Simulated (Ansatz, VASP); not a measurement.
# Bi: VASP beside Ansatz

INCAR

```
SYSTEM = Bi
PREC = Accurate
ENCUT = 520
EDIFF = 1E-6
ISMEAR = -1
SIGMA = 0.1
LREAL = .False.
LASPH = .True.
NELM = 100
ALGO = Normal
ISIF = 2
LWAVE = .False.
LCHARG = .True.
GGA = PE
LELF = .True.
LVHAR = .True.
NBANDS = 22
```

The input KPOINTS:

```
regular mesh
0
Gamma
  12 12 8
  0 0 0
```

POSCAR

```
Bi
1.0
   -3.2499980321      3.2852165224      1.7336045205
    3.2852165224     -3.2499980321      1.7336045205
    3.2267488918      3.2267488918     -1.6691017910
Bi
2
Direct
    0.0001780374      0.9998219626      1.0000000000
    0.7498219626      0.2501780374      0.5000000000
```

Input for Ansatz:

```yaml
crystal:
  lattice:
    - [-3.2499980321, 3.2852165224, 1.7336045205]
    - [3.2852165224, -3.2499980321, 1.7336045205]
    - [3.2267488918, 3.2267488918, -1.669101791]
  atoms:
    - { symbol: Bi, position: [0.0001780374, 0.9998219626, 1.0] }
    - { symbol: Bi, position: [0.7498219626, 0.2501780374, 0.5] }
hamiltonian:
  xc: pbe
  pseudopotentials:
    kind: paw
    azcp:
      Bi: "pseudopotentials/Bi.paw.azcp"
basis:
  ecutwfc: 420
  fft_grid_basis: typed
kpoints:
  mp_grid: { grid: [12, 12, 8], shift: [0, 0, 0] }
magnetization:
  spin_polarized: false
scf:
  occupations: { method: fermi_dirac, width: 0.1 }
  lower_state_search: "off"
output:
  stress: true
```

Alike in both runs: task single point; functional PBE; k mesh 12 × 12 × 8; occupations fermi-dirac, width 0.1 eV; no spin polarisation.

```csv
,VASP,Ansatz
version,VASP 6.6.1,Ansatz 0.2.0
potentials or method,"VASP PAW PBE potentials, release 64 (Bi_d), cutoff 520 eV","plane waves (420 eV) with PAW, scalar-relativistic"
valence electrons in the cell,30,30
```

Ansatz gave:

| Quantity | Value |
| --- | --- |
| pressure (GPa) | -3.0 |
| traceless stress, the component that is largest in VASP (GPa) | 0.15 |

Task: Estimate VASP's values.

Result: Pressure (GPa): -3.1; traceless stress, the component that is largest in VASP (GPa): 0.14.

Spin-orbit coupling is off throughout.
